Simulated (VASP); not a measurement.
A run of VASP 6.6.1 is set up as follows.

INCAR

```
PREC = Accurate
ENCUT = 520
EDIFF = 1E-6
ISMEAR = 0
SIGMA = 0.15
LREAL = False
LASPH = True
NELM = 100
ALGO = Normal
ISIF = 2
LWAVE = False
LCHARG = True
GGA = CA
LELF = True
LVHAR = True
NBANDS = 10
```

KPOINTS

```
regular mesh
0
Gamma
  26 26 26
```

POSCAR

```
Br
1.0
   -1.2867684050      1.7199972000      3.5779911600
    1.2867684050     -1.7199972000      3.5779911600
    1.2867684050      1.7199972000     -3.5779911600
Br
1
Direct
    0.0000000000      0.0000000000      0.0000000000
```

Potentials or basis: VASP PAW LDA potentials, release 64 (Br).

Run with:

```console
$ cat potpaw_LDA.64/Br/POTCAR > POTCAR
$ mpirun -np 1 vasp_std > vasp.out
```

Task: What does it give for the pressure?

Result: -2.0 GPa.

Task: Predict the band gap on the k mesh.

Result: Zero (an odd number of electrons rules out a gap without spin polarisation).

Stress tensor (GPa, compression positive):
```
-2.65  0.00  0.00
 0.00 -2.35  0.00
 0.00  0.00 -1.08
```

Caveat: an odd number of electrons without spin polarisation forces a metal; a magnetic or distorted state may lie lower.
